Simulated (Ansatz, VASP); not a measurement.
## One calculation of CaSe, two programs

INCAR

```
ALGO     = Normal         # electronic algorithm
EDIFF    = 1E-8           # SCF threshold, eV
ENCUT    = 520            # plane-wave cutoff, eV
GGA      = PE             # functional
ISIF     = 2              # what is computed and relaxed
ISMEAR   = -1             # smearing method
LASPH    = T              # aspherical terms in the spheres
LCHARG   = F              # write CHGCAR
LEFG     = T            
LREAL    = F              # projectors in reciprocal space
LWAVE    = F              # write WAVECAR
NBANDS   = 15             # bands
NELM     = 60             # most SCF steps
PREC     = Accurate       # precision mode
SIGMA    = 0.02           # smearing width, eV
```

KPOINTS

```
k-points
0
Gamma
  7 7 7
```

The input POSCAR:

```
CaSe
1.0
    0.0000000000      2.9560000000      2.9560000000
    2.9560000000      0.0000000000      2.9560000000
    2.9560000000      2.9560000000      0.0000000000
Ca Se
1 1
Direct
    0.0000000000      0.0000000000      0.0000000000
    0.5000000000      0.5000000000      0.5000000000
```

Input for Ansatz:

```yaml
crystal:
  lattice:
    - [0.0, 2.956, 2.956]
    - [2.956, 0.0, 2.956]
    - [2.956, 2.956, 0.0]
  atoms:
    - { symbol: Ca, position: [0.0, 0.0, 0.0] }
    - { symbol: Se, position: [0.5, 0.5, 0.5] }
kpoints:
  mp_grid: { grid: [7, 7, 7] }
  band_path:
    path:
      - [0.0, 0.0, 0.0]
      - [0.5, 0.0, 0.5]
      - [0.625, 0.25, 0.625]
      - [0.375, 0.375, 0.75]
      - [0.0, 0.0, 0.0]
      - [0.5, 0.5, 0.5]
      - [0.5, 0.25, 0.75]
      - [0.5, 0.0, 0.5]
    npoints: 8
scf:
  occupations: { method: fermi_dirac, width: 0.02 }
hamiltonian:
  xc: pbe
  pseudopotentials: { kind: all_electron, datasets: crystal }
output:
  forces: true
  stress: true
  eigenvalues: true
  efg: { contact_densities: true }
```

Alike in both runs: task electric field gradients; functional PBE; k mesh 7 × 7 × 7; occupations fermi-dirac, width 0.02 eV; no spin polarisation.

```csv
,VASP,Ansatz
version,VASP 6.6.1,Ansatz 0.2.0
potentials or method,"VASP PAW PBE potentials, release 64 (Ca_sv, Se), cutoff 520 eV","all-electron PAW with datasets made for the crystal, scalar-relativistic"
```

Ansatz gave:

| Property | Result |
| --- | --- |
| gap on the k mesh at the Fermi level (eV) | 2.09 |
| pressure (GPa) | 1.2 |

Q: Estimate VASP's values.

A: gap on the k mesh at the Fermi level (eV): 2.08; pressure (GPa): 1.4.

Ansatz ran all-electron here, and VASP with PAW potentials.
